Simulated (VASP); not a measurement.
# YbFe3 (Pm-3m) in VASP: single point with PBE

Aim: the single point of YbFe3 with PBE.

All numbers are computed with VASP 6.6.1; they aren't measurements. Logs are shortened: lines on timing, memory, paths and dates and some standing lists are left out, and cuts for length are marked.

## (1) The cell of the first run

The structure is cubic, space group Pm-3m (No. 221). Conventional cell: a = 3.915 Å, b = 3.915 Å, c = 3.915 Å, α = 90.00°, β = 90.00°, γ = 90.00°. Within 3.6 Å of Yb (site symmetry m-3m) lie 12 Fe at 2.77 Å. Fe (site symmetry 4/mmm) has 4 Yb at 2.77 Å and 8 Fe at 2.77 Å within 3.6 Å.

## (2) Single point, PBE, collinear spin, ferromagnetic start

POSCAR

```
YbFe3
1.0
    3.9152044762      0.0000000000      0.0000000000
    0.0000000000      3.9152044762      0.0000000000
    0.0000000000      0.0000000000      3.9152044762
Yb Fe
1 3
Direct
    0.0000000000      0.0000000000      0.0000000000
    0.0000000000      0.5000000000      0.5000000000
    0.5000000000      0.5000000000      0.0000000000
    0.5000000000      0.0000000000      0.5000000000
```

INCAR.step1

```
SYSTEM = YbFe3
PREC     = Accurate       ! precision mode
ENCUT    = 520            ! plane-wave cutoff, eV
EDIFF    = 1E-7           ! SCF threshold, eV
ISMEAR   = 0              ! smearing method
SIGMA    = 0.05           ! smearing width, eV
LREAL    = .False.        ! projectors in reciprocal space
LASPH    = .True.         ! aspherical terms in the spheres
NELM     = 150            ! most SCF steps
ALGO     = Normal         ! electronic algorithm
ISIF     = 2              ! what is computed and relaxed
LWAVE    = .False.        ! write WAVECAR
LCHARG   = .True.         ! write CHGCAR
ISPIN    = 2              ! spin polarisation
MAGMOM   = 0 2.71 2.71 2.71 ! initial moments
LMAXMIX  = 6              ! l up to which the mixer works
GGA      = PE             ! functional
NBANDS   = 36             ! bands
```

KPOINTS.step1

```
Automatic mesh
0
Gamma
  8 8 8
  0 0 0
```

INCAR.step2

```
SYSTEM = YbFe3
PREC     = Accurate       ! precision mode
ENCUT    = 520            ! plane-wave cutoff, eV
EDIFF    = 1E-7           ! SCF threshold, eV
ISMEAR   = -5             ! smearing method
SIGMA    = 0.05           ! smearing width, eV
LREAL    = .False.        ! projectors in reciprocal space
LASPH    = .True.         ! aspherical terms in the spheres
NELM     = 150            ! most SCF steps
ALGO     = Normal         ! electronic algorithm
ISIF     = 2              ! what is computed and relaxed
LWAVE    = .False.        ! write WAVECAR
LCHARG   = .False.        ! write CHGCAR
ISPIN    = 2              ! spin polarisation
MAGMOM   = 0 2.71 2.71 2.71 ! initial moments
LORBIT   = 11             ! projections on sites
LMAXMIX  = 6              ! l up to which the mixer works
GGA      = PE             ! functional
NEDOS    = 1001           ! points of the DOS
ICHARG   = 11             ! starting density
```

KPOINTS.step2

```
Automatic mesh
0
Gamma
  12 12 12
  0 0 0
```

Potentials or basis: VASP PAW PBE potentials, release 64 (Yb, Fe).

Launch:

```sh
cat potpaw_PBE.64/Yb/POTCAR potpaw_PBE.64/Fe/POTCAR > POTCAR
cp INCAR.step1 INCAR
cp KPOINTS.step1 KPOINTS
mpirun -np 1 vasp_std > vasp.out
cp INCAR.step2 INCAR
cp KPOINTS.step2 KPOINTS
mpirun -np 1 vasp_std > vasp.out
```

OUTCAR:

```text
SYSTEM = YbFe3
   PREC = Accurate
   ENCUT = 520
   EDIFF = 1E-7
   ISMEAR = -5
   LREAL = .False.
   LASPH = .True.
   NELM = 150
   ISIF = 2
   ISPIN = 2
   LORBIT = 11
   GGA = PE
   ICHARG = 11

 ion  position               nearest neighbor table
   1  0.000  0.000  0.000-   2 2.77   3 2.77   4 2.77   2 2.77   4 2.77   2 2.77   3 2.77   2 2.77
                             3 2.77   4 2.77   4 2.77   3 2.77
   2  0.000  0.500  0.500-   1 2.77   3 2.77   4 2.77   1 2.77   3 2.77   1 2.77   4 2.77   1 2.77
                             3 2.77   4 2.77   3 2.77   4 2.77
   3  0.500  0.500  0.000-   1 2.77   2 2.77   4 2.77   2 2.77   4 2.77   1 2.77   4 2.77   4 2.77
                             1 2.77   2 2.77   2 2.77   1 2.77
   4  0.500  0.000  0.500-   1 2.77   2 2.77   3 2.77   1 2.77   3 2.77   2 2.77   3 2.77   3 2.77
                             1 2.77   2 2.77   1 2.77   2 2.77

  LATTYP: Found a simple cubic cell.
 ALAT       =     3.9152044762

  Lattice vectors:

 A1 = (   3.9152044762,   0.0000000000,   0.0000000000)
 A2 = (   0.0000000000,   3.9152044762,   0.0000000000)
 A3 = (   0.0000000000,   0.0000000000,   3.9152044762)

Analysis of symmetry for initial positions (statically):
=====================================================================
 Subroutine PRICEL returns:
 Original cell was already a primitive cell.

 Routine SETGRP: Setting up the symmetry group for a
 simple cubic supercell.

 Subroutine GETGRP returns: Found 48 space group operations
 (whereof 48 operations were pure point group operations)
 out of a pool of 48 trial point group operations.

The static configuration has the point symmetry O_h .

Analysis of symmetry for dynamics (positions and initial velocities):
=====================================================================
 Subroutine PRICEL returns:
 Original cell was already a primitive cell.

 Routine SETGRP: Setting up the symmetry group for a
 simple cubic supercell.

 Subroutine GETGRP returns: Found 48 space group operations
 (whereof 48 operations were pure point group operations)
 out of a pool of 48 trial point group operations.

The dynamic configuration has the point symmetry O_h .

Analysis of structural, dynamic, and magnetic symmetry:
=====================================================================
 Subroutine PRICEL returns:
 Original cell was already a primitive cell.

 Routine SETGRP: Setting up the symmetry group for a
 simple cubic supercell.

 Subroutine GETGRP returns: Found 48 space group operations
 (whereof 48 operations were pure point group operations)
 out of a pool of 48 trial point group operations.

The overall configuration has the point symmetry O_h .

 Subroutine INISYM returns: Found 48 space group operations
 (whereof 48 operations are pure point group operations),
 and found     1 'primitive' translations

----------------------------------------------------------------------------------------

                                     Primitive cell

  volume of cell :      60.0155

  direct lattice vectors                    reciprocal lattice vectors
     3.915204476  0.000000000  0.000000000     0.255414502  0.000000000  0.000000000
     0.000000000  3.915204476  0.000000000     0.000000000  0.255414502  0.000000000
     0.000000000  0.000000000  3.915204476     0.000000000  0.000000000  0.255414502

  length of vectors
     3.915204476  3.915204476  3.915204476     0.255414502  0.255414502  0.255414502

  position of ions in fractional coordinates (direct lattice)
     0.000000000  0.000000000  0.000000000
     0.000000000  0.500000000  0.500000000
     0.500000000  0.500000000  0.000000000
     0.500000000  0.000000000  0.500000000

  ion indices of the primitive-cell ions
   primitive index   ion index
                 1           1
                 2           2
                 3           3
                 4           4

----------------------------------------------------------------------------------------

 KPOINTS: Automatic mesh

Automatic generation of k-mesh.
 Grid dimensions read from file:
 generate k-points for:   12   12   12

 Generating k-lattice:

  Cartesian coordinates                     Fractional coordinates (reciprocal lattice)
     0.021284542  0.000000000  0.000000000     0.083333333  0.000000000  0.000000000
     0.000000000  0.021284542  0.000000000     0.000000000  0.083333333  0.000000000
     0.000000000  0.000000000  0.021284542     0.000000000  0.000000000  0.083333333

  Length of vectors
     0.021284542  0.021284542  0.021284542

  Shift w.r.t. Gamma in fractional coordinates (k-lattice)
     0.000000000  0.000000000  0.000000000

 TETIRR: Found    854 inequivalent tetrahedra from    10368

 Subroutine IBZKPT returns following result:
 ===========================================

 Found     84 irreducible k-points:

 Following reciprocal coordinates:
            Coordinates               Weight
  0.000000  0.000000  0.000000      1.000000
  0.083333  0.000000  0.000000      6.000000
  0.166667  0.000000  0.000000      6.000000
  0.250000  0.000000  0.000000      6.000000
  0.333333  0.000000  0.000000      6.000000
  0.416667  0.000000  0.000000      6.000000
[... 16 lines left out ...]
  0.333333  0.333333  0.000000     12.000000
  0.416667  0.333333  0.000000     24.000000
 [... further k-points ...]
   k-points           NKPTS =     84   k-points in BZ     NKDIM =     84   number of bands    NBANDS=     32
   number of dos      NEDOS =   1001   number of ions     NIONS =      4
   total plane-waves  NPLWV =  27000
   dimension x,y,z NGX =    30 NGY =   30 NGZ =   30
   dimension x,y,z NGXF=    60 NGYF=   60 NGZF=   60
   ions per type =               1   3
   NGX,Y,Z   is equivalent  to a cutoff of  12.74, 12.74, 12.74 a.u.
   NGXF,Y,Z  is equivalent  to a cutoff of  25.48, 25.48, 25.48 a.u.
 SYSTEM =  YbFe3
   PREC   = accura    normal or accurate (medium, high low for compatibility)
   ISTART =      0    job   : 0-new  1-cont  2-samecut
   ICHARG =     11    charge: 1-file 2-atom 10-const
   ISPIN  =      2    spin polarized calculation?
   LNONCOLLINEAR =      F non collinear calculations
   LSORBIT =      F    spin-orbit coupling
   LASPH  =      T    aspherical Exc in radial PAW
   ENCUT  =  520.0 eV  38.22 Ry    6.18 a.u.   7.28  7.28  7.28*2*pi/ulx,y,z
   NELM   =    150;   NELMIN=  2; NELMDL=  0     # of ELM steps
   EDIFF  = 0.1E-06   stopping-criterion for ELM
   LREAL  =      F    real-space projection
   EDIFFG = 0.1E-05   stopping-criterion for IOM
   NSW    =      0    number of steps for IOM
   IBRION =     -1    ionic relax: 0-MD 1-quasi-New 2-CG
   NFREE  =      0    steps in history (QN), initial steepest desc. (CG)
   ISIF   =      2    stress and relaxation
   ISYM   =      2    0-nonsym 1-usesym 2-fastsym
   POTIM  = 0.5000    time-step for ionic-motion
   TEBEG  =    0.0;   TEEND  =   0.0 temperature during run
   PSTRESS=    0.0 pullay stress
   NELECT =      48.0000    total number of electrons
   NUPDOWN=      -1.0000    fix difference up-down
   EMIN   =  10.00;   EMAX   =-10.00  energy-range for DOS
   EFERMI =   0.00;   METHOD = LEGACY
   ISMEAR =    -5;   SIGMA  =   0.05  broadening in eV -4-tet -1-fermi 0-gaus
   EFERMI_NEDOS =   21; number of points for ismear=-14 and -15
   IALGO  =     38    algorithm
   IMIX   =      4    mixing-type and parameters
     AMIX     =   0.40;   BMIX     =  1.00
     AMIX_MAG =   1.60;   BMIX_MAG =  1.00
  volume/ion in A,a.u.               =      15.00       101.25
  Fermi-wavevector in a.u.,A,eV,Ry     =   1.519617  2.871660 31.419059  2.309236
  Thomas-Fermi vector in A             =   2.628579
   LORBIT       =     11    0 simple, 1 ext, 2 COOP (PROOUT), +10 PAW based schemes
   GGA     = PE    functional components
   LHFCALC =     F    Hartree Fock is set to
   AEXX    =    0.0000 exact exchange contribution
   IVDW    =     0    specifies the selected vdW correction
   LEPSILON=     F    determine dielectric tensor
   LRPA    =     F    only Hartree local field effects (RPA)
 spin polarized calculation
 Fermi weights with tetrahedron method with Bloechl corrections
  energy-cutoff  :      520.00
  volume of cell :       60.02
 maximum number of plane-waves:      1640
 NGX is ok and might be reduce to    30

 number of electron      47.9999970 magnetization       7.4543485

 Free energy of the ion-electron system (eV)
  ---------------------------------------------------
  ext. energy  EPLUGINS =         0.00000000
  ---------------------------------------------------
  free energy    TOTEN  =       -26.76493250 eV

  energy without entropy =      -26.76493250  energy(sigma->0) =      -26.76493250

 E-fermi :   4.2345     XC(G=0): -12.2864

 val. band max:        4.2502093936   @ k =   0.5000   0.3333   0.3333
 cond. band min:       4.1813481818   @ k =   0.5000   0.5000   0.0000
 fundamental gap:     -0.0688612118
 Fermi energy:         4.2344535656

 spin component 1

 k-point     1 :       0.0000    0.0000    0.0000
  band No.  band energies     occupation
      1     -46.8857      1.00000
      2     -19.0766      1.00000
      3     -19.0766      1.00000
      4     -19.0766      1.00000
      5      -3.0161      1.00000
      6       0.0324      1.00000
[... 829 lines left out ...]
     31       7.4457      0.00000
     32       8.1651      0.00000

 [... further k-points ...]

 spin component 2

 k-point     1 :       0.0000    0.0000    0.0000
  band No.  band energies     occupation
      1     -46.7557      1.00000
      2     -19.0533      1.00000
      3     -19.0533      1.00000
      4     -19.0533      1.00000
      5      -2.8922      1.00000
      6       1.1926      1.00000
[... 829 lines left out ...]
     31       8.0228      0.00000
     32       8.6827      0.00000

 [... further k-points ...]
[... 5 lines left out ...]
  --------------------------------------------------------------------------------------
  -------------------------------------------------------------------------------------
  Total        0.7738039      0.7738039      0.7738039     -0.0000000     -0.0000000      0.0000000
  in kB       20.6575189     20.6575189     20.6575189     -0.0000000     -0.0000000      0.0000000
  external PRESSURE =      20.6575189 kB  Pullay stress =       0.0000000 kB

 VOLUME and BASIS-vectors are now :
 -----------------------------------------------------------------------------
  energy-cutoff  :      520.00
  volume of cell :       60.02
      direct lattice vectors                 reciprocal lattice vectors
     3.915204476  0.000000000  0.000000000     0.255414502  0.000000000  0.000000000
     0.000000000  3.915204476  0.000000000     0.000000000  0.255414502  0.000000000
     0.000000000  0.000000000  3.915204476     0.000000000  0.000000000  0.255414502

 POSITION                                       TOTAL-FORCE (eV/Angst)
 -----------------------------------------------------------------------------------
      0.00000      0.00000      0.00000         0.000000      0.000000      0.000000
      0.00000      1.95760      1.95760         0.000000      0.000000      0.000000
      1.95760      1.95760      0.00000         0.000000      0.000000      0.000000
      1.95760      0.00000      1.95760         0.000000      0.000000      0.000000
 -----------------------------------------------------------------------------------
    total drift:                                0.000000      0.000000     -0.000000

  FREE ENERGIE OF THE ION-ELECTRON SYSTEM (eV)
  ---------------------------------------------------
  free  energy   TOTEN  =       -26.7649325010 eV

  energy  without entropy=      -26.7649325010  energy(sigma->0) =      -26.76493250

 total charge

# of ion       s       p       d       f       tot
--------------------------------------------------
    1        2.247   6.139   0.712  13.391  22.489
    2        0.454   0.369   6.193   0.000   7.017
    3        0.454   0.369   6.193   0.000   7.017
    4        0.454   0.369   6.193   0.000   7.017
--------------------------------------------------
tot          3.611   7.248  19.290  13.391  43.539

 magnetization (x)

# of ion       s       p       d       f       tot
--------------------------------------------------
    1       -0.014  -0.050  -0.120   0.481   0.296
    2       -0.006  -0.021   2.477   0.000   2.450
    3       -0.006  -0.021   2.477   0.000   2.450
    4       -0.006  -0.021   2.477   0.000   2.450
--------------------------------------------------
tot         -0.031  -0.114   7.311   0.481   7.647
```

It took 12 min on 1 thread of Intel Xeon Platinum 8124M at 3.00GHz (Skylake/Cascade Lake), shared host; peak memory 0.38 GiB.

Results:

```
Net moment                                            : 7.45 μB per cell
Site moments                                          : Yb +0.30; Fe +2.45 μB
Valence electrons inside the program's atomic spheres : Yb 22.49; Fe 7.02
```

Levels at points of the mesh, in eV from the Fermi level:
Spin up:
| k point | band 24 | band 25 | band 26 | band 27 | band 28 | band 29 | band 30 | band 31 | band 32 |
| --- | --- | --- | --- | --- | --- | --- | --- | --- | --- |
| (0.00, 0.00, 0.00) | -0.73 | -0.61 | -0.61 | -0.61 | 2.99 | 2.99 | 2.99 | 3.08 | 3.08 |
| (0.50, 0.00, 0.00) | -0.68 | -0.67 | -0.67 | -0.66 | -0.61 | 2.31 | 2.31 | 2.66 | 5.85 |
| (0.50, 0.50, 0.00) | -0.74 | -0.71 | -0.71 | -0.65 | -0.55 | 0.99 | 0.99 | 3.45 | 3.45 |
| (0.50, 0.50, 0.50) | -0.80 | -0.80 | -0.80 | 0.00 | 1.41 | 1.41 | 1.41 | 1.84 | 1.84 |
Spin down:
| k point | band 18 | band 19 | band 20 | band 21 | band 22 | band 23 | band 24 | band 25 |
| --- | --- | --- | --- | --- | --- | --- | --- | --- |
| (0.00, 0.00, 0.00) | -0.44 | 0.12 | 0.12 | 0.12 | 1.41 | 1.41 | 1.63 | 1.69 |
| (0.50, 0.00, 0.00) | -0.44 | -0.25 | -0.19 | -0.19 | 0.50 | 0.74 | 0.77 | 0.77 |
| (0.50, 0.50, 0.00) | -0.17 | -0.16 | -0.07 | -0.07 | -0.06 | -0.05 | 0.42 | 0.80 |
| (0.50, 0.50, 0.50) | -0.27 | 0.23 | 0.40 | 0.40 | 0.40 | 0.41 | 0.41 | 1.43 |

Caveat: spin-orbit coupling is left out, which moves the levels of the heavy elements. The state reached can hang on the start; a lower one may exist.
